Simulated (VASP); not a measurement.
Write the native input for VASP 6.6.1 that does the following.

```
Task                    : density of states
Functional              : LDA
Potentials or basis     : VASP PAW LDA potentials, release 64 (Sn_d)
Cutoff                  : 520 eV
k mesh                  : 14 × 14 × 14
Occupations             : fermi-dirac, width 0.08 eV
Spin                    : no spin polarisation
Dipole correction       : no
k mesh for the DOS      : 21 × 21 × 21
Occupations for the DOS : tetrahedron
Further INCAR settings  : ALGO = Normal; EDIFF = 1e-06; NBANDS = 13
```

Sn:

```
Sn
1.0
    -1.85334    1.85334    1.85334
     1.85334   -1.85334    1.85334
     1.85334    1.85334   -1.85334
Sn
1
Cartesian
  0.0000 0.0000 0.0000
```

The input as run:

POSCAR

```
Sn
1.0
   -1.8533429692      1.8533429692      1.8533429692
    1.8533429692     -1.8533429692      1.8533429692
    1.8533429692      1.8533429692     -1.8533429692
Sn
1
Direct
    0.0000000000      0.0000000000      0.0000000000
```

INCAR.step1

```
PREC     = Accurate       # precision mode
ENCUT    = 520            # plane-wave cutoff, eV
EDIFF    = 1E-6           # SCF threshold, eV
ISMEAR   = -1             # smearing method
SIGMA    = 0.08           # smearing width, eV
LREAL    = F              # projectors in reciprocal space
LASPH    = T              # aspherical terms in the spheres
NELM     = 80             # most SCF steps
ALGO     = Normal         # electronic algorithm
ISIF     = 2              # what is computed and relaxed
LWAVE    = F              # write WAVECAR
LCHARG   = T              # write CHGCAR
NBANDS   = 13             # bands
```

KPOINTS.step1

```
regular mesh
0
Gamma
  14 14 14
```

INCAR.step2

```
PREC     = Accurate       # precision mode
ENCUT    = 520            # plane-wave cutoff, eV
EDIFF    = 1E-6           # SCF threshold, eV
ISMEAR   = -5             # smearing method
SIGMA    = 0.08           # smearing width, eV
LREAL    = F              # projectors in reciprocal space
LASPH    = T              # aspherical terms in the spheres
NELM     = 80             # most SCF steps
ALGO     = Normal         # electronic algorithm
ISIF     = 2              # what is computed and relaxed
LWAVE    = F              # write WAVECAR
LCHARG   = F              # write CHGCAR
LORBIT   = 11             # projections on sites
NBANDS   = 13             # bands
NEDOS    = 2001           # points of the DOS
ICHARG   = 11             # starting density
```

KPOINTS.step2

```
regular mesh
0
Gamma
  21 21 21
```

Potentials or basis: VASP PAW LDA potentials, release 64 (Sn_d).

Run with:

```bash
$ cat potpaw_LDA.64/Sn_d/POTCAR > POTCAR
$ cp INCAR.step1 INCAR
$ cp KPOINTS.step1 KPOINTS
$ mpirun -np 1 vasp_std > vasp.out
$ cp INCAR.step2 INCAR
$ cp KPOINTS.step2 KPOINTS
$ mpirun -np 1 vasp_std > vasp.out
```

Results of the run:

```
Valence electrons inside the program's atomic spheres : Sn 12.22
```

Caveat: spin-orbit coupling is left out, which moves the levels of the heavy elements.

Run time: 65 s on 1 thread of Intel(R) Xeon(R) Platinum 8259CL CPU @ 2.50GHz (Skylake/Cascade Lake) (shared host), peak memory 0.22 GiB.
